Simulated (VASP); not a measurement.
Set up this calculation in VASP 6.6.1, as the native input.

```
Task                   : single point
Functional             : r2SCAN
Potentials or basis    : VASP PAW PBE potentials, release 64 (Au)
Cutoff                 : 520 eV
k mesh                 : 6 × 6 × 6
Occupations            : gaussian, width 0.05 eV
Spin                   : no spin polarisation
Dipole correction      : no
Further INCAR settings : ALGO = Normal; EDIFF = 1e-06; NBANDS = 18
```

Crystal: Au.

```xyz
2
Lattice="0.0000 2.7493 2.7493 2.7493 0.0000 2.7493 2.7493 2.7493 0.0000" Properties=species:S:1:pos:R:3 pbc="T T T"
Au    0.0000    0.0000    0.0000
Au    1.3746    1.3746    1.3746
```

The input as run:

POSCAR

```
Au
1.0
    0.0000000000      2.7492748176      2.7492748176
    2.7492748176      0.0000000000      2.7492748176
    2.7492748176      2.7492748176      0.0000000000
Au
2
Direct
    0.0000000000      0.0000000000      0.0000000000
    0.2500000000      0.2500000000      0.2500000000
```

INCAR.step1

```
SYSTEM = Au
PREC = Accurate
ENCUT = 520
ISMEAR = 0
SIGMA = 0.05
LREAL = .FALSE.
LASPH = .TRUE.
NELM = 80
NBANDS = 18
GGA = PE
ALGO = Normal
EDIFF = 1E-4
LWAVE = .TRUE.
LCHARG = .FALSE.
```

INCAR.step2

```
SYSTEM = Au
PREC = Accurate
ENCUT = 520
EDIFF = 1E-6
ISMEAR = 0
SIGMA = 0.05
LREAL = .FALSE.
LASPH = .TRUE.
NELM = 80
ALGO = Normal
ISIF = 2
LWAVE = .FALSE.
LCHARG = .FALSE.
METAGGA = R2SCAN
LMIXTAU = .TRUE.
NBANDS = 18
ISTART = 1
```

KPOINTS

```
regular mesh
0
G
  6 6 6
  0 0 0
```

Potentials or basis: VASP PAW PBE potentials, release 64 (Au).

Launch:

```bash
$ cat potpaw_PBE.64/Au/POTCAR > POTCAR
$ cp INCAR.step1 INCAR
$ mpirun -np 1 vasp_std > vasp.out
$ cp INCAR.step2 INCAR
$ mpirun -np 1 vasp_std > vasp.out
```

Results of the run:

```json
{
  "Pressure": "45.3 GPa",
  "Band gap on the k mesh": "zero (band 11 reaches 7.07 eV, above the bottom of band 12 at 6.37 eV)"
}
```

Caveat: the PAW data sets were made with another functional, which shifts forces and pressure a little; spin-orbit coupling is left out, which moves the levels of the heavy elements.

Run time: 25 s on 1 thread of Intel(R) Xeon(R) 6975P-C (Granite Rapids), with other jobs on the host, peak memory 0.17 GiB.
